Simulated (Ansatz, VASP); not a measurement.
**One calculation of SnSe, two programs**

```
CELL_PARAMETERS angstrom
0.00000 3.01043 3.01043
3.01043 0.00000 3.01043
3.01043 3.01043 0.00000
ATOMIC_POSITIONS crystal
Sn 0.00000 0.00000 0.00000
Se 0.50000 0.50000 0.50000
```

Alike in both runs: functional PBEsol; k mesh 10 × 10 × 10; occupations fermi-dirac, width 0.05 eV; no spin polarisation.

Ansatz relaxed the structure, and its values are those at the end. VASP's run is a single point on that final structure, the one shown.

|  | VASP | Ansatz |
| --- | --- | --- |
| version | VASP 6.6.1 | Ansatz 0.2.0 |
| potentials or method | VASP PAW PBE potentials, release 64 (Sn_d, Se) | PAW with Ansatz's default frozen-core files, scalar-relativistic |
| plane-wave cutoff (eV) | 520 | 420 |
| valence electrons in the cell | 20 | 30 |

|  | VASP | Ansatz | Ansatz less VASP |
| --- | --- | --- | --- |
| pressure (GPa) | -1.8 | -1.8 | -0.01 |

VASP's potentials were made for PBE, not for PBEsol. The functional is the same, so the differences come from potentials, cutoffs and numerics. VASP's potentials hold 20 valence electrons a cell and Ansatz's 30, so a difference there can come from the potentials and not from the codes. Ansatz's warnings: stress scf threshold loose.
